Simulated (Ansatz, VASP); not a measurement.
**Si2Ni in VASP and in Ansatz**

The input INCAR:

```
SYSTEM = Si2Ni
PREC     = Accurate       ! precision mode
ENCUT    = 520            ! plane-wave cutoff, eV
EDIFF    = 1E-6           ! SCF threshold, eV
ISMEAR   = -1             ! smearing method
SIGMA    = 0.05           ! smearing width, eV
LREAL    = .FALSE.        ! projectors in reciprocal space
LASPH    = .TRUE.         ! aspherical terms in the spheres
NELM     = 60             ! most SCF steps
ALGO     = Normal         ! electronic algorithm
ISIF     = 2              ! what is computed and relaxed
LWAVE    = .FALSE.        ! write WAVECAR
LCHARG   = .TRUE.         ! write CHGCAR
GGA      = PE             ! functional
LELF     = .TRUE.         ! ELF
LVHAR    = .TRUE.       
NBANDS   = 16             ! bands
```

KPOINTS

```
Automatic mesh
0
G
  10 10 10
  0 0 0
```

The input POSCAR:

```
Si2Ni
1.0
    0.0000000000      2.7221039802      2.7221039802
    2.7221039802      0.0000000000      2.7221039802
    2.7221039802      2.7221039802      0.0000000000
Ni Si
1 2
Direct
    0.0000000000      0.0000000000      0.0000000000
    0.2500000000      0.2500000000      0.2500000000
    0.7500000000      0.7500000000      0.7500000000
```

Input for Ansatz:

```yaml
crystal:
  lattice:
    - [0.0, 2.7221039802, 2.7221039802]
    - [2.7221039802, 0.0, 2.7221039802]
    - [2.7221039802, 2.7221039802, 0.0]
  atoms:
    - { symbol: Ni, position: [0.0, 0.0, 0.0] }
    - { symbol: Si, position: [0.25, 0.25, 0.25] }
    - { symbol: Si, position: [0.75, 0.75, 0.75] }
kpoints:
  mp_grid: { grid: [10, 10, 10] }
  band_path:
    path:
      - [0.0, 0.0, 0.0]
      - [0.5, 0.0, 0.5]
      - [0.625, 0.25, 0.625]
      - [0.375, 0.375, 0.75]
      - [0.0, 0.0, 0.0]
      - [0.5, 0.5, 0.5]
      - [0.5, 0.25, 0.75]
      - [0.5, 0.0, 0.5]
    npoints: 14
scf:
  occupations: { method: fermi_dirac, width: 0.05 }
hamiltonian:
  xc: pbe
  pseudopotentials: { kind: all_electron, lapw: { basis_error: 0.001 } }
output:
  forces: true
  stress: true
  eigenvalues: true
  populations: true
basis:
  xc_grid: 4
```

Alike in both runs: task single point; functional PBE; k mesh 10 × 10 × 10; occupations fermi-dirac, width 0.05 eV; no spin polarisation.

|  | VASP | Ansatz |
| --- | --- | --- |
| version | VASP 6.6.1 | Ansatz 0.2.0 |
| potentials or method | VASP PAW PBE potentials, release 64 (Ni, Si), cutoff 520 eV | all-electron LAPW, scalar-relativistic |

Ansatz gave:

| Quantity | Value |
| --- | --- |
| gap on the k mesh at the Fermi level (eV) | none |
| pressure (GPa) | 0.0 |

Which values does VASP return?

gap on the k mesh at the Fermi level (eV): none; pressure (GPa): -0.1.

A gap of «none» marks a metal or a gap that the smearing closes. Ansatz ran all-electron here, and VASP with PAW potentials.
